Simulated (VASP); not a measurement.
The system is KF.

```
CELL_PARAMETERS angstrom
3.25895 0.00000 0.00000
0.00000 3.25895 0.00000
0.00000 0.00000 3.25895
ATOMIC_POSITIONS crystal
K 0.00000 0.00000 0.00000
F 0.50000 0.50000 0.50000
```

Base run:

```yaml
Program: VASP 6.6.1
Functional: PBEsol
Potentials_or_basis: VASP PAW PBE potentials, release 64 (K_sv, F)
Cutoff: 520 eV
k_mesh: 8 × 8 × 8
Occupations: gaussian, width 0.02 eV
Spin: no spin polarisation
```

Its results: band gap on the k mesh 6.10 eV (least direct gap 6.15 eV); pressure -2.5 GPa.

Task: The run is repeated on the same cell with these changes: functional from PBEsol to revpbe exchange, lda correlation; cutoff from 520 eV to 600 eV; occupations from gaussian, width 0.02 eV to gaussian, width 0.01 eV. What comes out?

Result: Band gap on the k mesh 6.85 eV (least direct gap 6.90 eV); pressure 5.7 GPa.

Caveats: the PAW data sets were made with another functional, which shifts forces and pressure a little; the cell stands under pressure (at least some runs).

A k mesh can miss the band edges.
